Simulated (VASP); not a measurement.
# Ge (I4_1/amd) in VASP: a series of runs

The runs below take Ge through single point, relaxation of cell and atoms, with PBEsol.

Everything below comes from runs of VASP 6.6.1. Logs are shortened: lines on timing, memory, paths and dates and some standing lists are left out, and cuts for length are marked.

## 1. The cell of the first run

The structure is tetragonal, space group I4_1/amd (No. 141). Conventional cell: a = 4.909 Å, b = 4.909 Å, c = 2.686 Å, α = 90.00°, β = 90.00°, γ = 90.00°. Within 3.4 Å of Ge (site symmetry -4m2) lie 10 Ge at 2.54 to 3.18 Å.

## 2. Single point, PBEsol

INCAR

```
SYSTEM = Ge
PREC = Accurate
ENCUT = 520
EDIFF = 1E-7
ISMEAR = -1
SIGMA = 0.1
LREAL = .FALSE.
LASPH = .TRUE.
NELM = 100
ALGO = Normal
ISIF = 2
LWAVE = .FALSE.
LCHARG = .TRUE.
GGA = PS
LELF = .TRUE.
LVHAR = .TRUE.
NBANDS = 21
```

KPOINTS

```
Automatic mesh
0
G
  18 18 18
  0 0 0
```

POSCAR

```
Ge
1.0
   -2.4542993087      2.4542993087      1.3429354548
    2.4542993087     -2.4542993087      1.3429354548
    2.4542993087      2.4542993087     -1.3429354548
Ge
2
Direct
    0.2500000000      0.7500000000      0.5000000000
    0.5000000000      0.5000000000      0.0000000000
```

Potentials or basis: VASP PAW PBE potentials, release 64 (Ge_d).

Run with:

```console
$ cat potpaw_PBE.64/Ge_d/POTCAR > POTCAR
$ mpirun -np 1 vasp_std > vasp.out
```

OUTCAR:

```text
SYSTEM = Ge
   PREC = Accurate
   ENCUT = 520
   EDIFF = 1E-7
   ISMEAR = -1
   LREAL = .FALSE.
   LASPH = .TRUE.
   NELM = 100
   ISIF = 2
   GGA = PS

 ion  position               nearest neighbor table
   1  0.250  0.750  0.500-   2 2.54   2 2.54   2 2.54   2 2.54
   2  0.500  0.500  0.000-   1 2.54   1 2.54   1 2.54   1 2.54

  LATTYP: Found a body centered tetragonal cell.
 ALAT       =     4.9085986174
 C/A-ratio  =     0.5471767237

  Lattice vectors:

 A1 = (  -2.4542993087,   2.4542993087,   1.3429354548)
 A2 = (   2.4542993087,  -2.4542993087,   1.3429354548)
 A3 = (   2.4542993087,   2.4542993087,  -1.3429354548)

Analysis of symmetry for initial positions (statically):
=====================================================================
 Subroutine PRICEL returns:
 Original cell was already a primitive cell.

 Routine SETGRP: Setting up the symmetry group for a
 body centered tetragonal supercell.

 Subroutine GETGRP returns: Found 16 space group operations
 (whereof  8 operations were pure point group operations)
 out of a pool of 16 trial point group operations.

The static configuration has the point symmetry D_2d.
 The point group associated with its full space group is D_4h.

Analysis of symmetry for dynamics (positions and initial velocities):
=====================================================================
 Subroutine PRICEL returns:
 Original cell was already a primitive cell.

 Routine SETGRP: Setting up the symmetry group for a
 body centered tetragonal supercell.

 Subroutine GETGRP returns: Found 16 space group operations
 (whereof  8 operations were pure point group operations)
 out of a pool of 16 trial point group operations.

The dynamic configuration has the point symmetry D_2d.
 The point group associated with its full space group is D_4h.

 Subroutine INISYM returns: Found 16 space group operations
 (whereof  8 operations are pure point group operations),
 and found     1 'primitive' translations

----------------------------------------------------------------------------------------

                                     Primitive cell

  volume of cell :      32.3571

  direct lattice vectors                    reciprocal lattice vectors
[... 80 lines left out ...]
   ICHARG =      2    charge: 1-file 2-atom 10-const
   ISPIN  =      1    spin polarized calculation?
   LNONCOLLINEAR =      F non collinear calculations
   LSORBIT =      F    spin-orbit coupling
   LASPH  =      T    aspherical Exc in radial PAW
   ENCUT  =  520.0 eV  38.22 Ry    6.18 a.u.   6.92  6.92  6.92*2*pi/ulx,y,z
   NELM   =    100;   NELMIN=  2; NELMDL= -5     # of ELM steps
   EDIFF  = 0.1E-06   stopping-criterion for ELM
   LREAL  =      F    real-space projection
   EDIFFG = 0.1E-05   stopping-criterion for IOM
   NSW    =      0    number of steps for IOM
   IBRION =     -1    ionic relax: 0-MD 1-quasi-New 2-CG
   NFREE  =      0    steps in history (QN), initial steepest desc. (CG)
   ISIF   =      2    stress and relaxation
   ISYM   =      2    0-nonsym 1-usesym 2-fastsym
   POTIM  = 0.5000    time-step for ionic-motion
   TEBEG  =    0.0;   TEEND  =   0.0 temperature during run
   PSTRESS=    0.0 pullay stress
   NELECT =      28.0000    total number of electrons
   NUPDOWN=      -1.0000    fix difference up-down
   EMIN   =  10.00;   EMAX   =-10.00  energy-range for DOS
   EFERMI =   0.00;   METHOD = LEGACY
   ISMEAR =    -1;   SIGMA  =   0.10  broadening in eV -4-tet -1-fermi 0-gaus
   EFERMI_NEDOS =   21; number of points for ismear=-14 and -15
   IALGO  =     38    algorithm
   IMIX   =      4    mixing-type and parameters
     AMIX     =   0.40;   BMIX     =  1.00
     AMIX_MAG =   1.60;   BMIX_MAG =  1.00
  volume/ion in A,a.u.               =      16.18       109.18
  Fermi-wavevector in a.u.,A,eV,Ry     =   1.560046  2.948060 33.113098  2.433744
  Thomas-Fermi vector in A             =   2.663316
   LORBIT       =      0    0 simple, 1 ext, 2 COOP (PROOUT), +10 PAW based schemes
   GGA     = PS    functional components
   LHFCALC =     F    Hartree Fock is set to
   AEXX    =    0.0000 exact exchange contribution
   IVDW    =     0    specifies the selected vdW correction
   LEPSILON=     F    determine dielectric tensor
   LRPA    =     F    only Hartree local field effects (RPA)
 non-spin polarized calculation
  energy-cutoff  :      520.00
  volume of cell :       32.36
 maximum number of plane-waves:       888
   NGX = 13   NGY = 13   NGZ = 13

 number of electron      27.9999990 magnetization

 Free energy of the ion-electron system (eV)
  ---------------------------------------------------
  ext. energy  EPLUGINS =         0.00000000
  ---------------------------------------------------
  free energy    TOTEN  =        -9.38644715 eV

  energy without entropy =       -9.36455958  energy(sigma->0) =       -9.37550337

 E-fermi :   8.2751     XC(G=0): -12.1741

 val. band max:        8.2663044188   @ k =  -0.1111   0.1667   0.0556
 cond. band min:       8.2782134965   @ k =  -0.2222   0.4444   0.1667
 fundamental gap:      0.0119090777
 Fermi energy:         8.2750803843

 k-point     1 :       0.0000    0.0000    0.0000
  band No.  band energies     occupation
      1     -16.5930      2.00000
      2     -16.5135      2.00000
      3     -16.4921      2.00000
      4     -16.4726      2.00000
      5     -16.3200      2.00000
      6     -16.3200      2.00000
[... 565 lines left out ...]
     20      19.0940      0.00000
     21      19.6170      0.00000

 [... further k-points ...]

------------------------ aborting loop because EDIFF is reached ----------------------------------------

  FORCE on cell =-STRESS in cart. coord.  units (eV):
  Direction    XX          YY          ZZ          XY          YZ          ZX
  --------------------------------------------------------------------------------------
  -------------------------------------------------------------------------------------
  Total        2.6894802      2.6894802      2.7075415      0.0000000      0.0000000      0.0000000
  in kB      133.1707213    133.1707213    134.0650343      0.0000000      0.0000000      0.0000000
  external PRESSURE =     133.4688256 kB  Pullay stress =       0.0000000 kB

 VOLUME and BASIS-vectors are now :
 -----------------------------------------------------------------------------
  energy-cutoff  :      520.00
  volume of cell :       32.36
      direct lattice vectors                 reciprocal lattice vectors
    -2.454299309  2.454299309  1.342935455     0.000000000  0.203724133  0.372318713
     2.454299309 -2.454299309  1.342935455     0.203724133  0.000000000  0.372318713
     2.454299309  2.454299309 -1.342935455     0.203724133  0.203724133  0.000000000

 POSITION                                       TOTAL-FORCE (eV/Angst)
 -----------------------------------------------------------------------------------
      2.45430     -0.00000      0.67147         0.000000      0.000000      0.000000
      0.00000      0.00000      1.34294        -0.000000     -0.000000     -0.000000
 -----------------------------------------------------------------------------------
    total drift:                                0.000000     -0.000000      0.000000

  FREE ENERGIE OF THE ION-ELECTRON SYSTEM (eV)
  ---------------------------------------------------
  free  energy   TOTEN  =        -9.3864471490 eV

  energy  without entropy=       -9.3645595829  energy(sigma->0) =       -9.37550337
```

OSZICAR:

```text
N       E                     dE             d eps       ncg     rms          rms(c)
DAV:   1     0.168522082555E+03    0.16852E+03   -0.13848E+04 23506   0.397E+03
DAV:   2     0.121927708584E+02   -0.15633E+03   -0.15134E+03 20275   0.576E+02
DAV:   3    -0.892710083600E+01   -0.21120E+02   -0.20936E+02 22845   0.128E+02
DAV:   4    -0.944955258272E+01   -0.52245E+00   -0.52207E+00 22665   0.238E+01
DAV:   5    -0.945651306433E+01   -0.69605E-02   -0.69603E-02 22746   0.287E+00    0.277E+00
DAV:   6    -0.940835573169E+01    0.48157E-01   -0.33251E-02 27588   0.350E+00    0.151E+00
DAV:   7    -0.938710683561E+01    0.21249E-01   -0.20298E-02 27522   0.230E+00    0.145E-01
DAV:   8    -0.938644304308E+01    0.66379E-03   -0.27152E-03 25504   0.100E+00    0.549E-02
DAV:   9    -0.938644704884E+01   -0.40058E-05   -0.71546E-05 26001   0.117E-01    0.110E-02
DAV:  10    -0.938644727258E+01   -0.22374E-06   -0.29668E-06 26061   0.186E-02    0.183E-03
DAV:  11    -0.938644716409E+01    0.10849E-06   -0.74392E-08 15037   0.455E-03    0.210E-04
DAV:  12    -0.938644714904E+01    0.15053E-07   -0.26641E-08 12785   0.259E-03
   1 F= -.93864471E+01 E0= -.93755034E+01  d E =-.218876E-01
```

stdout:

```text
POSCAR found type information on POSCAR Ge
 POSCAR found :  1 types and       2 ions
 scaLAPACK will be used
 -----------------------------------------------------------------------------
|                                                                             |
|                                                                             |
|     You enforced a specific xc type in the INCAR file but a different       |
|     I HOPE YOU KNOW WHAT YOU ARE DOING!                                     |
|                                                                             |
 -----------------------------------------------------------------------------

 LDA part: xc-table for (Slater+PW92), standard interpolation
 POSCAR, INCAR and KPOINTS ok, starting setup
 FFT: planning ... GRIDC
 FFT: planning ... GRID_SOFT
 FFT: planning ... GRID
 WAVECAR not read
 entering main loop
```

Wall time 3 min (1 thread of Intel Xeon Platinum 8375C at 2.90GHz (Ice Lake), shared host); peak memory 0.36 GiB.

Results:

- Free energy: -9.3864 eV
- Pressure: 13.3 GPa
- Band gap on the k mesh: zero (band 14 reaches 10.39 eV, above the bottom of band 15 at 4.06 eV)

Caveat: the PAW data sets were made with another functional, which shifts forces and pressure a little.

(Part 1 of 2 ends here.)
